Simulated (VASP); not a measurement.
CaGa2Cu2: single point with PBE

The system is CaGa2Cu2.

```xyz
5
Lattice="0.0000 4.1569 0.0000 4.1569 0.0000 0.0000 2.0785 2.0785 -5.1447" Properties=species:S:1:pos:R:3 pbc="T T T"
Ga    2.0785    2.0785   -1.1936
Ga    4.1569    4.1569   -3.9511
Ca    0.0000    0.0000    0.0000
Cu    2.0785    4.1569   -2.5724
Cu    4.1569    2.0785   -2.5724
```

```yaml
Program: VASP 6.6.1
Task: single point
Functional: PBE
Potentials_or_basis: VASP PAW PBE potentials, release 64 (Ga_d, Ca_sv, Cu)
Cutoff: 520 eV
k_mesh: 6 × 6 × 6
Occupations: methfessel-paxton, width 0.112 eV
Spin: non-collinear spin, zero start, spin-orbit coupling
Starting_moments: "[[0.0, 0.0, 0.0], [0.0, 0.0, 0.0], [0.0, 0.0, 0.0], [0.0, 0.0, 0.0], [0.0, 0.0, 0.0]] μB"
```

```
Pressure                                              : 1.2 GPa
Largest force                                         : 1.189 eV/Å
Net moment                                            : 0.00 μB per cell
Valence electrons inside the program's atomic spheres : Ga 11.74; Ca 8.14; Cu 9.94
```

Forces in eV/Å, atoms in the order of the input:
```
Ga   0.000  0.000 -1.189
Ga   0.000  0.000  1.189
Ca   0.000  0.000  0.000
Cu   0.000  0.000  0.000
Cu   0.000  0.000  0.000
```

Stress tensor (GPa, compression positive):
```
0.49 0.00 0.00
0.00 0.49 0.00
0.00 0.00 2.68
```

Moments on the atoms (μB; x, y, z):
```
Ga  0.00 0.00 0.00
Ga  0.00 0.00 0.00
Ca  0.00 0.00 0.00
Cu  0.00 0.00 0.00
Cu  0.00 0.00 0.00
```

Wall time 5.9 min on 1 thread of AMD EPYC 9R45 96-Core Processor (Zen 5), with other jobs on the host, peak memory 0.54 GiB.

Caveat: forces of over 1 eV/Å act on the atoms, so gaps and moduli don't describe the material at rest.
